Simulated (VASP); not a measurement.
# Cu (P1) in VASP: relaxation of the atoms with PBE

Aim: the relaxation of the atoms of Cu with PBE.

All numbers are computed with VASP 6.6.1; they aren't measurements. Logs are shortened: lines on timing, memory, paths and dates and some standing lists are left out, and cuts for length are marked.

### 1 The cell of the first run

The typed cell holds 4 atoms: a = 3.615 Å, b = 3.615 Å, c = 3.615 Å, α = 90.00°, β = 90.00°, γ = 90.00°.

### 2 Relaxation of the atoms, PBE

File INCAR:

```
PREC = Accurate
ENCUT = 520
EDIFF = 1E-7
ISMEAR = 1
SIGMA = 0.1
LREAL = F
LASPH = T
NELM = 120
ALGO = Normal
ISIF = 2
LWAVE = F
LCHARG = F
GGA = PE
IBRION = 2
NSW = 22
EDIFFG = -5.0
GGA_COMPAT = F
NELMIN = 4
```

File KPOINTS:

```
Automatic mesh
0
Gamma
  5 5 5
```

File POSCAR:

```
Cu
1.0
    3.6150000000      0.0000000000      0.0000000000
    0.0000000000      3.6150000000      0.0000000000
    0.0000000000      0.0000000000      3.6150000000
Cu
4
Direct
   -0.0021930000     -0.0049650000     -0.0030130000
    0.0048570000      0.5046090000      0.4948130000
    0.5013310000     -0.0019040000      0.4949330000
    0.4969880000      0.4973920000     -0.0040260000
```

Potentials or basis: VASP PAW PBE potentials, release 64 (Cu).

Command:

```sh
> cat potpaw_PBE.64/Cu/POTCAR > POTCAR
> mpirun -np 1 vasp_std > vasp.out
```

OUTCAR:

```text
PREC = Accurate
   ENCUT = 520
   EDIFF = 1E-7
   ISMEAR = 1
   LREAL = F
   LASPH = T
   NELM = 120
   ISIF = 2
   GGA = PE
   IBRION = 2
   NSW = 22
   EDIFFG = -5.0
   NELMIN = 4

 ion  position               nearest neighbor table
   1  0.998  0.995  0.997-   2 2.53   2 2.54   3 2.54   4 2.55   4 2.55   3 2.55   3 2.56   4 2.56
                             4 2.56   3 2.57   2 2.58   2 2.59
   2  0.005  0.505  0.495-   1 2.53   3 2.53   4 2.53   1 2.54   4 2.54   3 2.55   3 2.56   4 2.57
                             1 2.58   4 2.58   3 2.58   1 2.59
   3  0.501  0.998  0.495-   2 2.53   1 2.54   2 2.55   4 2.55   1 2.55   4 2.56   4 2.56   1 2.56
                             4 2.56   2 2.56   1 2.57   2 2.58
   4  0.497  0.497  0.996-   2 2.53   2 2.54   1 2.55   3 2.55   1 2.55   3 2.56   3 2.56   1 2.56
                             3 2.56   1 2.56   2 2.57   2 2.58

  LATTYP: Found a simple cubic cell.
 ALAT       =     3.6150000000

  Lattice vectors:

 A1 = (   3.6150000000,   0.0000000000,   0.0000000000)
 A2 = (   0.0000000000,   3.6150000000,   0.0000000000)
 A3 = (   0.0000000000,   0.0000000000,   3.6150000000)

Analysis of symmetry for initial positions (statically):
=====================================================================
 Subroutine PRICEL returns:
 Original cell was already a primitive cell.

 Routine SETGRP: Setting up the symmetry group for a
 simple cubic supercell.

 Subroutine GETGRP returns: Found  1 space group operations
 (whereof  1 operations were pure point group operations)
 out of a pool of 48 trial point group operations.

The static configuration has the point symmetry C_1 .

Analysis of symmetry for dynamics (positions and initial velocities):
=====================================================================
 Subroutine PRICEL returns:
 Original cell was already a primitive cell.

 Routine SETGRP: Setting up the symmetry group for a
 simple cubic supercell.

 Subroutine GETGRP returns: Found  1 space group operations
 (whereof  1 operations were pure point group operations)
 out of a pool of 48 trial point group operations.

The dynamic configuration has the point symmetry C_1 .

 Subroutine INISYM returns: Found  1 space group operations
 (whereof  1 operations are pure point group operations),
 and found     1 'primitive' translations

----------------------------------------------------------------------------------------

                                     Primitive cell

  volume of cell :      47.2416

  direct lattice vectors                    reciprocal lattice vectors
     3.615000000  0.000000000  0.000000000     0.276625173  0.000000000  0.000000000
     0.000000000  3.615000000  0.000000000     0.000000000  0.276625173  0.000000000
     0.000000000  0.000000000  3.615000000     0.000000000  0.000000000  0.276625173

  length of vectors
     3.615000000  3.615000000  3.615000000     0.276625173  0.276625173  0.276625173

  position of ions in fractional coordinates (direct lattice)
     0.997807000  0.995035000  0.996987000
     0.004857000  0.504609000  0.494813000
     0.501331000  0.998096000  0.494933000
     0.496988000  0.497392000  0.995974000

  ion indices of the primitive-cell ions
   primitive index   ion index
                 1           1
                 2           2
                 3           3
                 4           4

----------------------------------------------------------------------------------------

 KPOINTS: Automatic mesh

Automatic generation of k-mesh.
 Grid dimensions read from file:
 generate k-points for:    5    5    5

 Generating k-lattice:

  Cartesian coordinates                     Fractional coordinates (reciprocal lattice)
     0.055325035  0.000000000  0.000000000     0.200000000  0.000000000  0.000000000
     0.000000000  0.055325035  0.000000000     0.000000000  0.200000000  0.000000000
     0.000000000  0.000000000  0.055325035     0.000000000  0.000000000  0.200000000

  Length of vectors
     0.055325035  0.055325035  0.055325035

  Shift w.r.t. Gamma in fractional coordinates (k-lattice)
     0.000000000  0.000000000  0.000000000

 Subroutine IBZKPT returns following result:
 ===========================================

 Found     63 irreducible k-points:

 Following reciprocal coordinates:
            Coordinates               Weight
  0.000000  0.000000  0.000000      1.000000
  0.200000  0.000000  0.000000      2.000000
  0.000000  0.200000  0.000000      2.000000
  0.000000  0.000000  0.200000      2.000000
  0.400000  0.000000  0.000000      2.000000
  0.000000  0.400000  0.000000      2.000000
[... 16 lines left out ...]
  0.000000 -0.200000  0.400000      2.000000
  0.400000 -0.200000  0.000000      2.000000
 [... further k-points ...]
   k-points           NKPTS =     63   k-points in BZ     NKDIM =     63   number of bands    NBANDS=     26
   number of dos      NEDOS =    301   number of ions     NIONS =      4
   total plane-waves  NPLWV =  21952
   dimension x,y,z NGX =    28 NGY =   28 NGZ =   28
   dimension x,y,z NGXF=    56 NGYF=   56 NGZF=   56
   ions per type =               4
   NGX,Y,Z   is equivalent  to a cutoff of  12.88, 12.88, 12.88 a.u.
   NGXF,Y,Z  is equivalent  to a cutoff of  25.75, 25.75, 25.75 a.u.
 SYSTEM =  unknown system
   PREC   = accura    normal or accurate (medium, high low for compatibility)
   ISTART =      0    job   : 0-new  1-cont  2-samecut
   ICHARG =      2    charge: 1-file 2-atom 10-const
   ISPIN  =      1    spin polarized calculation?
   LNONCOLLINEAR =      F non collinear calculations
   LSORBIT =      F    spin-orbit coupling
   LASPH  =      T    aspherical Exc in radial PAW
   ENCUT  =  520.0 eV  38.22 Ry    6.18 a.u.   6.72  6.72  6.72*2*pi/ulx,y,z
   NELM   =    120;   NELMIN=  4; NELMDL= -5     # of ELM steps
   EDIFF  = 0.1E-06   stopping-criterion for ELM
   LREAL  =      F    real-space projection
   EDIFFG = -.5E+01   stopping-criterion for IOM
   NSW    =     22    number of steps for IOM
   IBRION =      2    ionic relax: 0-MD 1-quasi-New 2-CG
   NFREE  =      1    steps in history (QN), initial steepest desc. (CG)
   ISIF   =      2    stress and relaxation
   ISYM   =      2    0-nonsym 1-usesym 2-fastsym
   POTIM  = 0.5000    time-step for ionic-motion
   TEBEG  =    0.0;   TEEND  =   0.0 temperature during run
   PSTRESS=    0.0 pullay stress
   NELECT =      44.0000    total number of electrons
   NUPDOWN=      -1.0000    fix difference up-down
   EMIN   =  10.00;   EMAX   =-10.00  energy-range for DOS
   EFERMI =   0.00;   METHOD = LEGACY
   ISMEAR =     1;   SIGMA  =   0.10  broadening in eV -4-tet -1-fermi 0-gaus
   EFERMI_NEDOS =   21; number of points for ismear=-14 and -15
   IALGO  =     38    algorithm
   IMIX   =      4    mixing-type and parameters
     AMIX     =   0.40;   BMIX     =  1.00
     AMIX_MAG =   1.60;   BMIX_MAG =  1.00
  volume/ion in A,a.u.               =      11.81        79.70
  Fermi-wavevector in a.u.,A,eV,Ry     =   1.598763  3.021224 34.777078  2.556043
  Thomas-Fermi vector in A             =   2.696162
   LORBIT       =      0    0 simple, 1 ext, 2 COOP (PROOUT), +10 PAW based schemes
   GGA     = PE    functional components
   LHFCALC =     F    Hartree Fock is set to
   AEXX    =    0.0000 exact exchange contribution
   IVDW    =     0    specifies the selected vdW correction
   LEPSILON=     F    determine dielectric tensor
   LRPA    =     F    only Hartree local field effects (RPA)
 conjugate gradient relaxation of ions
 non-spin polarized calculation
 Methfessel and Paxton  Order N= 1 SIGMA  =   0.10
  energy-cutoff  :      520.00
  volume of cell :       47.24
 maximum number of plane-waves:      1309
   NGX = 13   NGY = 13   NGZ = 13

 number of electron      43.9999981 magnetization

 Free energy of the ion-electron system (eV)
  ---------------------------------------------------
  ext. energy  EPLUGINS =         0.00000000
  ---------------------------------------------------
  free energy    TOTEN  =       -14.75639626 eV

  energy without entropy =      -14.74666239  energy(sigma->0) =      -14.75315164

 E-fermi :   7.4349     XC(G=0): -12.7235

 val. band max:        7.4229359849   @ k =   0.4000  -0.4000   0.2000
 cond. band min:       7.4694724898   @ k =   0.4000  -0.4000   0.4000
 fundamental gap:      0.0465365049
 Fermi energy:         7.4348855323

 k-point     1 :       0.0000    0.0000    0.0000
  band No.  band energies     occupation
      1      -1.7644      2.00000
      2       2.7167      2.00000
      3       2.7171      2.00000
      4       2.7174      2.00000
      5       3.1780      2.00000
      6       3.1789      2.00000
[... 18 lines left out ...]
     25      14.7037      0.00000
     26      14.7049      0.00000

 k-point     2 :       0.2000    0.0000    0.0000
  band No.  band energies     occupation
      1      -1.2820      2.00000
      2       2.6709      2.00000
      3       2.9312      2.00000
      4       2.9317      2.00000
      5       3.3029      2.00000
      6       3.3163      2.00000
[... 18 lines left out ...]
     25      14.8857      0.00000
     26      14.8889      0.00000

 k-point     3 :       0.0000    0.2000    0.0000
  band No.  band energies     occupation
      1      -1.2820      2.00000
      2       2.6709      2.00000
      3       2.9314      2.00000
      4       2.9315      2.00000
      5       3.3023      2.00000
      6       3.3162      2.00000
[... 18 lines left out ...]
     25      14.8864      0.00000
     26      14.8889      0.00000

 k-point     4 :       0.0000    0.0000    0.2000
  band No.  band energies     occupation
      1      -1.2819      2.00000
      2       2.6709      2.00000
      3       2.9310      2.00000
      4       2.9314      2.00000
      5       3.3042      2.00000
      6       3.3164      2.00000
[... 18 lines left out ...]
     25      14.8849      0.00000
     26      14.8853      0.00000

 k-point     5 :       0.4000    0.0000    0.0000
  band No.  band energies     occupation
      1       0.0882      2.00000
      2       1.8769      2.00000
      3       3.3637      2.00000
      4       3.3641      2.00000
      5       3.6413      2.00000
      6       3.7385      2.00000
[... 18 lines left out ...]
     25      15.2504      0.00000
     26      15.2545      0.00000

 k-point     6 :       0.0000    0.4000    0.0000
  band No.  band energies     occupation
      1       0.0879      2.00000
      2       1.8772      2.00000
      3       3.3635      2.00000
      4       3.3638      2.00000
      5       3.6404      2.00000
      6       3.7387      2.00000
[... 427 lines left out ...]
 k-point    21 :      -0.2000    0.0000    0.4000
  band No.  band energies     occupation
      1       0.5136      2.00000
      2       2.2124      2.00000
      3       3.4480      2.00000
      4       3.5346      2.00000
      5       3.6913      2.00000
      6       3.7219      2.00000
[... 18 lines left out ...]
     25      13.1360      0.00000
     26      15.7919      0.00000

 k-point    22 :       0.4000    0.0000    0.2000
  band No.  band energies     occupation
      1       0.5134      2.00000
      2       2.2123      2.00000
      3       3.4503      2.00000
      4       3.5337      2.00000
      5       3.6880      2.00000
      6       3.7246      2.00000
[... 18 lines left out ...]
     25      13.1370      0.00000
     26      15.8425      0.00000

 k-point    23 :       0.0000   -0.2000    0.4000
  band No.  band energies     occupation
      1       0.5136      2.00000
      2       2.2124      2.00000
      3       3.4484      2.00000
      4       3.5345      2.00000
      5       3.6919      2.00000
      6       3.7218      2.00000
[... 18 lines left out ...]
     25      13.1355      0.00000
     26      15.7833      0.00000

 k-point    24 :       0.4000   -0.2000    0.0000
  band No.  band energies     occupation
      1       0.5135      2.00000
      2       2.2120      2.00000
      3       3.4499      2.00000
      4       3.5337      2.00000
      5       3.6906      2.00000
      6       3.7202      2.00000
[... 18 lines left out ...]
     25      13.1370      0.00000
     26      15.8561      0.00000

 [... further k-points ...]

------------------------ aborting loop because EDIFF is reached ----------------------------------------

  FORCE on cell =-STRESS in cart. coord.  units (eV):
  Direction    XX          YY          ZZ          XY          YZ          ZX
  --------------------------------------------------------------------------------------
  -------------------------------------------------------------------------------------
  Total        0.9769004      0.9730723      1.0202637     -0.0345321     -0.0054113     -0.0019949
  in kB       33.1311080     33.0012807     34.6017556     -1.1711412     -0.1835231     -0.0676576
  external PRESSURE =      33.5780481 kB  Pullay stress =       0.0000000 kB

 VOLUME and BASIS-vectors are now :
 -----------------------------------------------------------------------------
  energy-cutoff  :      520.00
  volume of cell :       47.24
      direct lattice vectors                 reciprocal lattice vectors
     3.615000000  0.000000000  0.000000000     0.276625173  0.000000000  0.000000000
     0.000000000  3.615000000  0.000000000     0.000000000  0.276625173  0.000000000
     0.000000000  0.000000000  3.615000000     0.000000000  0.000000000  0.276625173

 POSITION                                       TOTAL-FORCE (eV/Angst)
 -----------------------------------------------------------------------------------
      3.60707      3.59705      3.60411         0.017022      0.141092     -0.050379
      0.01756      1.82416      1.78875        -0.125112     -0.183045      0.041623
      1.81231      3.60812      1.78918         0.010355      0.079377      0.038660
      1.79661      1.79807      3.60045         0.097734     -0.037424     -0.029904
 -----------------------------------------------------------------------------------
    total drift:                               -0.000194     -0.000791     -0.001481

  FREE ENERGIE OF THE ION-ELECTRON SYSTEM (eV)
  ---------------------------------------------------
  free  energy   TOTEN  =       -14.7563962584 eV

  energy  without entropy=      -14.7466623895  energy(sigma->0) =      -14.75315164

 reached required accuracy - stopping structural energy minimisation
```

Run time: 67 s. Hardware: 1 thread of AMD EPYC 7R13, shared host; peak memory 0.19 GiB.

What came out:

* Free energy: -14.7564 eV
* Pressure after relaxing: 3.4 GPa
* Largest force after relaxing: 0.226 eV/Å
* Band gap on the k mesh: zero (band 22 reaches 9.09 eV, above the bottom of band 23 at 7.37 eV)

Forces on the atoms (eV/Å):
```
Cu   0.017  0.141 -0.050
Cu  -0.125 -0.183  0.042
Cu   0.010  0.079  0.039
Cu   0.098 -0.037 -0.030
```

Stress tensor (GPa, compression positive):
```
 3.31 -0.12 -0.01
-0.12  3.30 -0.02
-0.01 -0.02  3.46
```

Final structure:
```
Cu
1.0
     3.61500    0.00000    0.00000
     0.00000    3.61500    0.00000
     0.00000    0.00000    3.61500
Cu
4
Direct
  0.99781 0.99504 0.99699
  0.00486 0.50461 0.49481
  0.50133 0.99810 0.49493
  0.49699 0.49739 0.99597
```

Caveat: the relaxation stopped at its first step, so nothing moved; the relaxation stopped at a loose force limit of 5.0 eV/Å, so its end isn't a converged minimum.
